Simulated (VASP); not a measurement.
AlN, 8 atoms in the cell. The structure is monoclinic, space group Pm (No. 6). The conventional cell has a = 3.313 Å, b = 4.187 Å, c = 5.739 Å, α = 90.00°, β = 90.00°, γ = 90.00°. Within 2.3 Å of Al (site symmetry m) lie 5 N at 1.74 to 2.10 Å. Al (site symmetry m) has 5 N at 1.91 to 2.09 Å within 2.5 Å. Within 2.5 Å of Al (site symmetry m) lie 5 N at 1.91 to 2.09 Å. Within 2.5 Å of Al (site symmetry m) lie 5 N at 1.91 to 2.09 Å. N (site symmetry m) has 5 Al at 1.91 to 2.10 Å within 2.5 Å. N (site symmetry m) has 5 Al at 1.91 to 2.09 Å within 2.5 Å. Within 2.3 Å of N (site symmetry m) lie 5 Al at 1.74 to 2.09 Å. N (site symmetry m) has 5 Al at 1.91 to 2.09 Å within 2.5 Å.  This cell differs from its parent crystal: atom 1 (Al) moved by +0.126 Å along [1 0 0] and -0.126 Å along [1 2 0].

| Property | Result |
| --- | --- |
| Program | VASP 6.6.1 |
| Task | single point |
| Functional | PBE |
| Potentials or basis | VASP PAW PBE potentials, release 64 (Al, N) |
| Cutoff | 520 eV |
| k mesh | 8 × 6 × 4 |
| Occupations | gaussian, width 0.05 eV |
| Spin | no spin polarisation |
| Dipole correction | no |
| Further INCAR settings | ALGO = Normal; EDIFF = 1e-06; NBANDS = 26 |

Potentials or basis: VASP PAW PBE potentials, release 64 (Al, N).

Run with:

```sh
$ cat potpaw_PBE.64/Al/POTCAR potpaw_PBE.64/N/POTCAR > POTCAR
$ mpirun -np 1 vasp_std > vasp.out
```

Hardware: 1 thread of AMD EPYC 9R45 96-Core Processor (Zen 5), on a shared host.

Q: How long does it take, and how much memory?

A: Run time: 74 s on 1 thread of AMD EPYC 9R45 96-Core Processor (Zen 5), on a shared host, peak memory 0.23 GiB. Counts: scf iterations 13, k points 72.
